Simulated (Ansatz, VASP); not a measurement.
# Two plane-wave programs on Re

Contents of INCAR:

```
PREC     = Accurate       # precision mode
ENCUT    = 500            # plane-wave cutoff, eV
EDIFF    = 1E-6           # SCF threshold, eV
ISMEAR   = -1             # smearing method
SIGMA    = 0.1            # smearing width, eV
LREAL    = F              # projectors in reciprocal space
LASPH    = T              # aspherical terms in the spheres
NELM     = 120            # most SCF steps
ALGO     = Normal         # electronic algorithm
ISIF     = 2              # what is computed and relaxed
LWAVE    = F              # write WAVECAR
LCHARG   = F              # write CHGCAR
GGA      = RE             # functional
NBANDS   = 14             # bands
GGA_COMPAT= F
```

Contents of KPOINTS:

```
Automatic mesh
0
Gamma
  14 14 14
```

Contents of POSCAR:

```
Re
1.0
    2.5531789664      0.0000000000      0.0000000000
    0.0000000000      2.5531789664      0.0000000000
    0.0000000000      0.0000000000      2.5531789664
Re
1
Direct
    0.0000000000      0.0000000000      0.0000000000
```

Input for Ansatz:

```yaml
crystal:
  lattice:
    - [2.5531789664, 0.0, 0.0]
    - [0.0, 2.5531789664, 0.0]
    - [0.0, 0.0, 2.5531789664]
  atoms:
    - { symbol: Re, position: [0.0, 0.0, 0.0] }
hamiltonian:
  xc: revpbe
  pseudopotentials:
    kind: paw
    azcp:
      Re: "pseudopotentials/Re.paw.azcp"
basis:
  ecutwfc: 420
  fft_grid_basis: typed
kpoints:
  mp_grid: { grid: [14, 14, 14], shift: [0, 0, 0] }
magnetization:
  spin_polarized: false
scf:
  occupations: { method: fermi_dirac, width: 0.1 }
  lower_state_search: "off"
output:
  stress: true
```

Alike in both runs: task single point; functional revPBE; k mesh 14 × 14 × 14; occupations fermi-dirac, width 0.1 eV; no spin polarisation.

|  | VASP | Ansatz |
| --- | --- | --- |
| version | VASP 6.6.1 | Ansatz 0.2.0 |
| potentials or method | VASP PAW PBE potentials, release 64 (Re_sv_GW), cutoff 500 eV | plane waves (420 eV) with PAW, scalar-relativistic |
| valence electrons in the cell | 15 | 15 |

```csv
,VASP,Ansatz,Ansatz less VASP
pressure (GPa),8.3,10.6,+2.36
```

VASP's potentials were made for PBE, not for revPBE.

Spin-orbit coupling is off throughout.
